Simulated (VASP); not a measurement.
A run of VASP 6.6.1:

Contents of INCAR:

```
  PREC = Accurate
  ENCUT = 520
  EDIFF = 1E-6
  ISMEAR = 1
  SIGMA = 0.05
  LREAL = Auto
  LASPH = T
  NELM = 60
  ALGO = Normal
  ISIF = 2
  LWAVE = F
  LCHARG = F
  GGA = PS
  NBANDS = 104
  NELECT = 176.0
```

Contents of KPOINTS:

```
Automatic mesh
0
Gamma
  1 1 1
  0.5 0.5 0.5
```

POSCAR

```
K4Zn4F13
1.0
    8.1045260000      0.0000000000      0.0000000000
    0.0000000000      8.1045260000      0.0000000000
    0.0000000000      0.0000000000      4.0522630000
K Zn F
4 4 13
Direct
    0.0062370000      0.0030070000      0.9970090000
    0.9912670000      0.5058640000      0.0106270000
    0.4959160000      0.9969370000      0.9862750000
    0.4975880000      0.5033760000      0.0010660000
    0.2480160000      0.2430600000      0.5004980000
    0.2543900000      0.7467760000      0.4957000000
    0.7516430000      0.2543240000      0.5001540000
    0.7396280000      0.7601460000      0.4733010000
    0.2447980000      0.2517080000      0.0117970000
    0.2587270000      0.7461790000      0.0004270000
    0.7425480000      0.2557090000      0.0062000000
    0.7460740000      0.7512860000      0.9992690000
    0.0015570000      0.2521140000      0.5132870000
    0.9951220000      0.7505230000      0.4906480000
    0.5105930000      0.2518540000      0.4942340000
    0.4951600000      0.7461450000      0.5090990000
    0.2463570000      0.9953360000      0.5067490000
    0.2561500000      0.5024500000      0.4953550000
    0.7593150000      0.0101360000      0.5007750000
    0.7582430000      0.4980780000      0.5030690000
    0.5007890000      0.7554660000      0.9938470000
```

Potentials or basis: VASP PAW PBE potentials, release 64 (K_sv, Zn, F).

The run is started by

```console
$ cat potpaw_PBE.64/K_sv/POTCAR potpaw_PBE.64/Zn/POTCAR potpaw_PBE.64/F/POTCAR > POTCAR
$ mpirun -np 1 vasp_std > vasp.out
```

Hardware: 1 thread of Intel(R) Xeon(R) 6975P-C (Granite Rapids) (shared host).

How long does it take, and how much memory?

It took 81 s on 1 thread of Intel(R) Xeon(R) 6975P-C (Granite Rapids) (shared host), peak memory 0.32 GiB. Counts: scf iterations 19, k points 1.
